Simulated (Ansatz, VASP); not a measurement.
## CdS in VASP and in Ansatz

```
Cd S
1.0
     4.40853    0.00000    0.00000
    -2.20426    3.81790    0.00000
     0.00000    0.00000    5.74812
Cd S
2 2
Direct
  0.33333 0.66667 0.25000
  0.66667 0.33333 0.75000
  0.66667 0.33333 0.25000
  0.33333 0.66667 0.75000
```

Alike in both runs: task single point; functional PBE; k mesh 6 × 6 × 4; occupations fermi-dirac, width 0.02 eV; no spin polarisation.

```csv
,VASP,Ansatz
version,VASP 6.6.1,Ansatz 0.2.0
potentials or method,"VASP PAW PBE potentials, release 64 (Cd, S)","plane waves, PAW"
plane-wave cutoff (eV),520,420
valence electrons in the cell,36,52
```

|  | VASP | Ansatz | Ansatz less VASP |
| --- | --- | --- | --- |
| gap on the k mesh at the Fermi level (eV) | 0.99 | 1.00 | +0.010 |
| pressure (GPa) | 1.8 | 1.4 | -0.35 |
| traceless stress, the component that is largest in VASP (GPa) | -0.08 | 0.02 | +0.096 |

The functional is the same, so the differences come from potentials, cutoffs and numerics. VASP's potentials hold 36 valence electrons a cell and Ansatz's 52, so a difference there can come from the potentials and not from the codes.
